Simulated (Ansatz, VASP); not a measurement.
## LiF in VASP and in Ansatz

```
Li F
1.0
     3.25160    0.00000    0.00000
    -1.62580    2.81597    0.00000
     0.00000    0.00000    5.25491
Li F
2 2
Cartesian
  0.0000 1.8773 2.0025
  1.6258 0.9387 4.6299
  0.0000 1.8773 5.2230
  1.6258 0.9387 2.5955
```

Alike in both runs: task single point; functional PBE; k mesh 9 × 9 × 6; occupations gaussian, width 0.05 eV; no spin polarisation.

```csv
,VASP,Ansatz
version,VASP 6.6.1,Ansatz 0.2.0
potentials or method,"VASP PAW PBE potentials, release 64 (Li_sv, F), cutoff 520 eV","scalar-relativistic, plane waves, PAW"
valence electrons in the cell,20,20
```

|  | VASP | Ansatz | Ansatz less VASP |
| --- | --- | --- | --- |
| gap on the k mesh at the Fermi level (eV) | 6.90 | 6.91 | +0.008 |
| least direct gap on the mesh (eV) | 6.90 | 6.91 | +0.008 |
| rms of the force components (eV/Å) | 0.024 | 0.023 | -0.0016 |

Atom by atom the forces differ by 0.002 eV/Å (rms over components). With one functional, cell and mesh, what is left measures potentials, basis and numerics.

Noted on VASP's run: the cutoff is short for stress, so the pressure is rough.
